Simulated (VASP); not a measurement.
Set up this calculation in VASP 6.6.1, as the native input.

| Item | Value |
| --- | --- |
| Task | relaxation of cell and atoms |
| Functional | PBE |
| Potentials or basis | VASP PAW PBE potentials, release 64 (Ga_d) |
| Cutoff | 600 eV |
| k mesh | 17 × 17 × 17 |
| Occupations | fermi-dirac, width 0.08 eV |
| Spin | no spin polarisation |
| Target pressure | 19 GPa |
| Dipole correction | no |
| Further INCAR settings | ALGO = Normal; EDIFF = 1e-06; IBRION = 2; EDIFFG = -0.005; NSW = 32; ISIF = 3 |

The structure of Ga lies in POSCAR:

```
Ga
1.0
   -1.5646033954      1.5646033954      1.5646033954
    1.5646033954     -1.5646033954      1.5646033954
    1.5646033954      1.5646033954     -1.5646033954
Ga
1
Direct
    0.0000000000      0.0000000000      0.0000000000
```

This isn't the form of Ga at room conditions, which is orthorhombic.

One way to write it, as run:

INCAR

```
SYSTEM = Ga
PREC = Accurate ; ENCUT = 600
EDIFF = 1E-6 ; ISMEAR = -1
SIGMA = 0.08 ; LREAL = .False.
LASPH = .True. ; NELM = 100
ALGO = Normal ; ISIF = 3
LWAVE = .False. ; LCHARG = .False.
GGA = PE ; IBRION = 2
NSW = 32 ; EDIFFG = -0.005
PSTRESS = 190.0
```

KPOINTS

```
regular mesh
0
Gamma
  17 17 17
  0 0 0
```

Potentials or basis: VASP PAW PBE potentials, release 64 (Ga_d).

Run with:

```sh
$ cat potpaw_PBE.64/Ga_d/POTCAR > POTCAR
$ mpirun -np 1 vasp_std > vasp.out
```

It gave:

The relaxed volume is 15.34 Å³/atom and the relaxed cell is a = 2.711 Å, b = 2.711 Å, c = 2.711 Å, α = 109.47°, β = 109.47°, γ = 109.47°. The space group after relaxing (to 0.1 Å) is Im-3m (No. 229) and the energy change on relaxing (the run minimises the enthalpy) is -2.1 meV/atom. The ionic steps are 3, the pressure after relaxing is 19.0 GPa and the band gap on the k mesh is zero (an odd number of electrons rules out a gap without spin polarisation).

Caveat: the cell is relaxed towards a set pressure, so the run minimises the enthalpy, not the energy.

It took 15 s on 1 thread of Intel(R) Xeon(R) 6975P-C (Granite Rapids), with other jobs on the host, peak memory 0.16 GiB.
